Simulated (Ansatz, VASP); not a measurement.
# ZrO2 in VASP and in Ansatz

```
Zr O
1.0
     0.00000    2.54471    2.54471
     2.54471    0.00000    2.54471
     2.54471    2.54471    0.00000
Zr O
1 2
Direct
  0.00000 0.00000 0.00000
  0.75000 0.75000 0.75000
  0.25000 0.25000 0.25000
```

Alike in both runs: task single point; functional PBE; k mesh 8 × 8 × 8; non-collinear spin, spin-orbit coupling.

|  | VASP | Ansatz |
| --- | --- | --- |
| version | VASP 6.6.1 | Ansatz 0.2.0 |
| potentials or method | VASP PAW PBE potentials, release 64 (Zr_sv, O) | plane waves, PAW |
| plane-wave cutoff (eV) | 600 | 420 |
| occupations | gaussian, width 0.01 eV | fixed |
| valence electrons in the cell | 24 | 24 |

```tsv
	VASP	Ansatz	Ansatz less VASP
pressure (GPa)	3.9	3.8	-0.09
net moment per atom (μB)	0.00	0.00	0.000
```
